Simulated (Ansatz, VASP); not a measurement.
## Two plane-wave programs on Te

File INCAR:

```
ALGO     = Normal         # electronic algorithm
EDIFF    = 1E-6           # SCF threshold, eV
ENCUT    = 520            # plane-wave cutoff, eV
GGA      = RP             # functional
ISIF     = 2              # what is computed and relaxed
ISMEAR   = -1             # smearing method
LASPH    = T              # aspherical terms in the spheres
LCHARG   = T              # write CHGCAR
LELF     = T              # ELF
LREAL    = F              # projectors in reciprocal space
LVHAR    = T            
LWAVE    = F              # write WAVECAR
NBANDS   = 13             # bands
NELM     = 100            # most SCF steps
PREC     = Accurate       # precision mode
SIGMA    = 0.1            # smearing width, eV
```

Contents of KPOINTS:

```
k-points
0
Gamma
  9 9 9
```

Contents of POSCAR:

```
Te
1.0
    0.0000000000      3.6860096081      3.6860096081
    3.6860096081      0.0000000000      3.6860096081
    3.6860096081      3.6860096081      0.0000000000
Te
2
Direct
    0.1250000000      0.1250000000      0.1250000000
    0.8750000000      0.8750000000      0.8750000000
```

Input for Ansatz:

```yaml
crystal:
  lattice:
    - [0.0, 3.6860096081, 3.6860096081]
    - [3.6860096081, 0.0, 3.6860096081]
    - [3.6860096081, 3.6860096081, 0.0]
  atoms:
    - { symbol: Te, position: [0.125, 0.125, 0.125] }
    - { symbol: Te, position: [0.875, 0.875, 0.875] }
hamiltonian:
  xc: rpbe
  pseudopotentials:
    kind: paw
    azcp:
      Te: "pseudopotentials/Te.paw.azcp"
basis:
  ecutwfc: 420
  fft_grid_basis: typed
kpoints:
  mp_grid: { grid: [9, 9, 9], shift: [0, 0, 0] }
magnetization:
  spin_polarized: false
scf:
  occupations: { method: fermi_dirac, width: 0.1 }
  lower_state_search: "off"
output:
  stress: true
  write_density: true
  write_potential: true
  elf: true
  volumetric_format: npy
```

Alike in both runs: task single point; functional RPBE; k mesh 9 × 9 × 9; occupations fermi-dirac, width 0.1 eV; no spin polarisation.

|  | VASP | Ansatz |
| --- | --- | --- |
| version | VASP 6.6.1 | Ansatz 0.2.0 |
| potentials or method | VASP PAW PBE potentials, release 64 (Te), cutoff 520 eV | plane waves (420 eV) with PAW, scalar-relativistic |
| valence electrons in the cell | 12 | 32 |

VASP gave:

- pressure (GPa): -0.9

Task: Which values does Ansatz return?

Result: Pressure (GPa): -0.8.

VASP's potentials were made for PBE, not for RPBE. VASP's potentials hold 12 valence electrons a cell and Ansatz's 32, so a difference there can come from the potentials and not from the codes.

Spin-orbit coupling is off throughout.
